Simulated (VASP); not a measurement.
Input of a VASP 6.6.1 run:

POSCAR

```
Sn3Se
1.0
    4.7906612468      0.5760032584      0.5760032584
    0.5760032584      4.7906612468      0.5760032584
    0.5760032584      0.5760032584      4.7906612468
Sn Se
3 1
Direct
    0.0000000000      0.5000000000      0.5000000000
    0.5000000000      0.0000000000      0.5000000000
    0.5000000000      0.5000000000      0.0000000000
    0.0000000000      0.0000000000      0.0000000000
```

Contents of INCAR.step1:

```
SYSTEM = Sn3Se
PREC     = Accurate       ! precision mode
ENCUT    = 520            ! plane-wave cutoff, eV
ISMEAR   = 0              ! smearing method
SIGMA    = 0.15           ! smearing width, eV
LREAL    = .FALSE.        ! projectors in reciprocal space
LASPH    = .TRUE.         ! aspherical terms in the spheres
NELM     = 60             ! most SCF steps
NBANDS   = 32             ! bands
GGA      = PE             ! functional
ALGO     = Normal         ! electronic algorithm
EDIFF    = 1E-4           ! SCF threshold, eV
LWAVE    = .TRUE.         ! write WAVECAR
LCHARG   = .FALSE.        ! write CHGCAR
```

INCAR.step2

```
SYSTEM = Sn3Se
PREC     = Accurate       ! precision mode
ENCUT    = 520            ! plane-wave cutoff, eV
EDIFF    = 1E-6           ! SCF threshold, eV
ISMEAR   = 0              ! smearing method
SIGMA    = 0.15           ! smearing width, eV
LREAL    = .FALSE.        ! projectors in reciprocal space
LASPH    = .TRUE.         ! aspherical terms in the spheres
NELM     = 60             ! most SCF steps
ALGO     = Normal         ! electronic algorithm
ISIF     = 2              ! what is computed and relaxed
LWAVE    = .FALSE.        ! write WAVECAR
LCHARG   = .FALSE.        ! write CHGCAR
METAGGA  = R2SCAN         ! meta-GGA
LMIXTAU  = .TRUE.       
NBANDS   = 32             ! bands
ISTART   = 1
```

File KPOINTS:

```
Automatic mesh
0
G
  12 12 12
  0 0 0
```

Potentials or basis: VASP PAW PBE potentials, release 64 (Sn_d, Se).

Run with:

```bash
$ cat potpaw_PBE.64/Sn_d/POTCAR potpaw_PBE.64/Se/POTCAR > POTCAR
$ cp INCAR.step1 INCAR
$ mpirun -np 1 vasp_std > vasp.out
$ cp INCAR.step2 INCAR
$ mpirun -np 1 vasp_std > vasp.out
```

Question: Predict the pressure.

Answer: 6.1 GPa.

Question: What does it give for the band gap on the k mesh?

Answer: Zero (bands 24 and 25 overlap by 1.17 eV).

Stress tensor (GPa, compression positive):
```
 6.12 -4.05 -4.05
-4.05  6.12 -4.05
-4.05 -4.05  6.12
```

Caveat: the cell stands under pressure; the PAW data sets were made with another functional, which shifts forces and pressure a little; spin-orbit coupling is left out, which moves the levels of the heavy elements.
